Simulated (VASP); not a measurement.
WSe2, 6 atoms in the cell. It takes space group P6_3/mmc (No. 194, hexagonal). Conventional cell: a = 3.230 Å, b = 3.230 Å, c = 12.415 Å, α = 90.00°, β = 90.00°, γ = 120.00°. Within 3.3 Å of W (site symmetry -6m2) lie 6 Se at 2.51 Å and 6 W at 3.23 Å. Within 3.5 Å of Se (site symmetry 3m) lie 3 W at 2.51 Å and 10 Se at 3.23 to 3.40 Å. 

| Item | Value |
| --- | --- |
| Program | VASP 6.6.1 |
| Task | single point |
| Functional | PBEsol |
| Dispersion | D3(BJ) |
| Potentials or basis | VASP PAW PBE potentials, release 64 (W_sv, Se) |
| Cutoff | 520 eV |
| k mesh | 12 × 12 × 2 |
| Occupations | gaussian, width 0.02 eV |
| Spin | no spin polarisation |
| Dipole correction | no |
| k mesh for the DOS | 18 × 18 × 3 |
| Occupations for the DOS | tetrahedron |
| Further INCAR settings | ALGO = Normal; EDIFF = 1e-06 |

Potentials or basis: VASP PAW PBE potentials, release 64 (W_sv, Se).

Run with:

```sh
$ cat potpaw_PBE.64/W_sv/POTCAR potpaw_PBE.64/Se/POTCAR > POTCAR
$ cp INCAR.step1 INCAR
$ cp KPOINTS.step1 KPOINTS
$ mpirun -np 1 vasp_std > vasp.out
$ cp INCAR.step2 INCAR
$ cp KPOINTS.step2 KPOINTS
$ mpirun -np 1 vasp_std > vasp.out
```

Hardware: 1 thread of Intel(R) Xeon(R) Platinum 8259CL CPU @ 2.50GHz (Skylake/Cascade Lake), on a shared host.

Estimate the wall time of this run.

Run time: 3.3 min on 1 thread of Intel(R) Xeon(R) Platinum 8259CL CPU @ 2.50GHz (Skylake/Cascade Lake) (shared host), peak memory 0.36 GiB. Counts: k points 74.
